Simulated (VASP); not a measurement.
# ZrH6 (P4/mmm) in VASP: further runs, part 2 of 2

VASP 6.6.1.

**3. Single point, PBE**

This run uses another cell than the first one, of 8.46 Å³/atom.

Input file INCAR:

```
ALGO = Normal
EDIFF = 1E-6
ENCUT = 520
GGA = PE
ISIF = 2
ISMEAR = 0
LASPH = T
LCHARG = F
LREAL = F
LWAVE = F
NBANDS = 18
NELM = 100
PREC = Accurate
SIGMA = 0.1
```

Input file KPOINTS:

```
k-points
0
Gamma
  6 6 4
```

Input file POSCAR:

```
ZrH6
1.0
    3.3612878600      0.0000000000      0.0000000000
    0.0000000000      3.3612878600      0.0000000000
    0.0000000000      0.0000000000      5.2408854300
Zr H
1 6
Direct
    0.5000000000      0.5000000000      0.5000000000
    0.0000000000      0.5000000000      0.7035762100
    0.5000000000      0.0000000000      0.7035762100
    0.0000000000      0.5000000000      0.2964237900
    0.5000000000      0.0000000000      0.2964237900
    0.5000000000      0.5000000000      0.8606066500
    0.5000000000      0.5000000000      0.1393933500
```

Potentials or basis: VASP PAW PBE potentials, release 64 (Zr_sv, H).

Run with:

```sh
$ cat potpaw_PBE.64/Zr_sv/POTCAR potpaw_PBE.64/H/POTCAR > POTCAR
$ mpirun -np 1 vasp_std > vasp.out
```

OUTCAR:

```text
EDIFF = 1E-6
   ENCUT = 520
   GGA = PE
   ISIF = 2
   ISMEAR = 0
   LASPH = T
   LREAL = F
   NELM = 100
   PREC = Accurate

 ion  position               nearest neighbor table
   1  0.500  0.500  0.500-   6 1.89   7 1.89   4 1.99   5 1.99   2 1.99   3 1.99   3 1.99   5 1.99
                             2 1.99   4 1.99
   2  0.000  0.500  0.704-   1 1.99   1 1.99
   3  0.500  0.000  0.704-   1 1.99   1 1.99
   4  0.000  0.500  0.296-   1 1.99   1 1.99
   5  0.500  0.000  0.296-   1 1.99   1 1.99
   6  0.500  0.500  0.861-   1 1.89
   7  0.500  0.500  0.139-   1 1.89

  LATTYP: Found a simple tetragonal cell.
 ALAT       =     3.3612878600
 C/A-ratio  =     1.5591897059

  Lattice vectors:

 A1 = (   3.3612878600,   0.0000000000,   0.0000000000)
 A2 = (   0.0000000000,   3.3612878600,   0.0000000000)
 A3 = (   0.0000000000,   0.0000000000,   5.2408854300)

Analysis of symmetry for initial positions (statically):
=====================================================================
 Subroutine PRICEL returns:
 Original cell was already a primitive cell.
[... 187 lines left out ...]

 k-point     1 :       0.0000    0.0000    0.0000
  band No.  band energies     occupation
      1     -46.2833      2.00000
      2     -24.4287      2.00000
      3     -24.2442      2.00000
      4     -24.2442      2.00000
      5      -6.2805      2.00000
      6      -2.3779      2.00000
[... 481 lines left out ...]
      5      -3.5806      2.00000
      6      -2.8588      2.00000
[... 10 lines left out ...]
     17      13.1865      0.00000
     18      13.2833      0.00000

 [... further k-points ...]

------------------------ aborting loop because EDIFF is reached ----------------------------------------

  FORCE on cell =-STRESS in cart. coord.  units (eV):
  Direction    XX          YY          ZZ          XY          YZ          ZX
  --------------------------------------------------------------------------------------
  -------------------------------------------------------------------------------------
  Total        1.5710143      1.5710143      2.3558895      0.0000000     -0.0000000      0.0000000
  in kB       42.5083886     42.5083886     63.7454829      0.0000000     -0.0000000      0.0000000
  external PRESSURE =      49.5874200 kB  Pullay stress =       0.0000000 kB

 VOLUME and BASIS-vectors are now :
 -----------------------------------------------------------------------------
  energy-cutoff  :      520.00
  volume of cell :       59.21
      direct lattice vectors                 reciprocal lattice vectors
     3.361287860  0.000000000  0.000000000     0.297505016  0.000000000  0.000000000
     0.000000000  3.361287860  0.000000000     0.000000000  0.297505016  0.000000000
     0.000000000  0.000000000  5.240885430     0.000000000  0.000000000  0.190807453

 POSITION                                       TOTAL-FORCE (eV/Angst)
 -----------------------------------------------------------------------------------
      1.68064      1.68064      2.62044        -0.000000      0.000000      0.000000
      0.00000      1.68064      3.68736        -0.000000     -0.000000      0.359698
      1.68064      0.00000      3.68736        -0.000000     -0.000000      0.359698
      0.00000      1.68064      1.55352        -0.000000     -0.000000     -0.359698
      1.68064      0.00000      1.55352        -0.000000      0.000000     -0.359698
      1.68064      1.68064      4.51034         0.000000     -0.000000      1.458806
      1.68064      1.68064      0.73054        -0.000000      0.000000     -1.458806
 -----------------------------------------------------------------------------------
    total drift:                                0.000000      0.000000      0.000000

  FREE ENERGIE OF THE ION-ELECTRON SYSTEM (eV)
  ---------------------------------------------------
  free  energy   TOTEN  =       -26.8470437012 eV

  energy  without entropy=      -26.8424342976  energy(sigma->0) =      -26.84473900
```

It took 29 s on 1 thread of Intel Xeon Platinum 8259CL at 2.50GHz (Skylake/Cascade Lake), shared host; peak memory 0.18 GiB.

What came out:

* Free energy: -26.8470 eV
* Pressure: 5.0 GPa
* Largest force: 1.459 eV/Å
* Band gap on the k mesh: zero (bands 9 and 10 overlap by 3.30 eV)

Forces on the atoms (eV/Å):
```
Zr   0.000  0.000  0.000
H    0.000  0.000  0.360
H    0.000  0.000  0.360
H    0.000  0.000 -0.360
H    0.000  0.000 -0.360
H    0.000  0.000  1.459
H    0.000  0.000 -1.459
```

Levels at points of the mesh, in eV from the Fermi level:
| k point | band 5 | band 6 | band 7 | band 8 | band 9 | band 10 | band 11 | band 12 | band 13 | band 14 |
| --- | --- | --- | --- | --- | --- | --- | --- | --- | --- | --- |
| (0.00, 0.00, 0.00) | -7.36 | -3.46 | -2.97 | -2.95 | 2.17 | 3.33 | 3.33 | 5.01 | 5.41 | 6.21 |
| (0.50, 0.00, 0.00) | -5.85 | -3.13 | -2.59 | -2.57 | -1.11 | 3.20 | 3.66 | 4.95 | 6.15 | 7.17 |
| (0.50, 0.50, 0.00) | -4.08 | -2.65 | -2.65 | -1.63 | -1.63 | -0.12 | 2.26 | 5.66 | 6.73 | 8.88 |
| (0.00, 0.00, 0.50) | -6.31 | -5.31 | -3.41 | -1.04 | 1.57 | 1.90 | 3.20 | 3.20 | 5.01 | 9.95 |
| (0.50, 0.00, 0.50) | -4.66 | -3.94 | -3.49 | -2.17 | -0.83 | 2.10 | 3.21 | 3.57 | 6.46 | 7.34 |
| (0.50, 0.50, 0.50) | -2.94 | -2.94 | -2.55 | -1.27 | -1.27 | -1.13 | -0.06 | 5.66 | 7.21 | 8.39 |

Caveat: the cell stands under pressure; forces of over 1 eV/Å act on the atoms, so gaps and moduli don't describe the material at rest.
